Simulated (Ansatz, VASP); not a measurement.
# One calculation of H, two programs

```
H
1.0
     9.00000    0.00000    0.00000
     0.00000    9.50000    0.00000
     0.00000    0.00000   10.00000
H
2
Direct
  0.50000 0.50000 0.46211
  0.50000 0.50000 0.53789
```

Alike in both runs: functional PBEsol; k mesh 1 × 1 × 1; occupations gaussian, width 0.02 eV; no spin polarisation.

Ansatz relaxed the structure, and its values are those at the end. VASP's run is a single point on that final structure, the one shown.

|  | VASP | Ansatz |
| --- | --- | --- |
| version | VASP 6.6.1 | Ansatz 0.2.0 |
| potentials or method | VASP PAW PBE potentials, release 64 (H), cutoff 520 eV | plane waves, PAW |
| valence electrons in the cell | 2 | 2 |

VASP gave:

```
rms of the force components (eV/Å) : 0.011
```

Q: Estimate Ansatz's values.

A: rms of the force components (eV/Å): 0.008.

VASP's potentials were made for PBE, not for PBEsol. Ansatz's warnings: stress scf threshold loose.
